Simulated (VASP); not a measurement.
Input of a VASP 6.6.1 run:

File INCAR:

```
SYSTEM = Bi
ALGO = Normal
DIPOL = 0.5 0.5 0.500
EDIFF = 1E-6
ENCUT = 520
GGA = PE
IDIPOL = 3
ISIF = 2
ISMEAR = 0
LASPH = .TRUE.
LCHARG = .FALSE.
LDIPOL = .TRUE.
LREAL = .FALSE.
LWAVE = .FALSE.
NBANDS = 22
NELM = 80
PREC = Accurate
SIGMA = 0.02
```

Contents of KPOINTS:

```
k-points
0
G
  9 9 1
  0 0 0
```

POSCAR

```
Bi
1.0
    4.4890000000      0.0000000000      0.0000000000
   -2.2445000000      3.8875880376      0.0000000000
    0.0000000000      0.0000000000     28.0000000000
Bi
2
Direct
    0.3333333333      0.6666666667      0.5462142857
    0.6666666667      0.3333333333      0.4537857143
```

Potentials or basis: VASP PAW PBE potentials, release 64 (Bi_d).

Run with:

```bash
$ cat potpaw_PBE.64/Bi_d/POTCAR > POTCAR
$ mpirun -np 1 vasp_std > vasp.out
```

Predict the band gap on the k mesh.

zero (bands 15 and 16 overlap by 0.74 eV).

What does it give for the largest force?

2.547 eV/Å.

Forces in eV/Å, atoms in the order of the input:
```
Bi   0.000  0.000 -2.547
Bi   0.000  0.000  2.547
```

Caveat: spin-orbit coupling is left out, which moves the levels of the heavy elements.
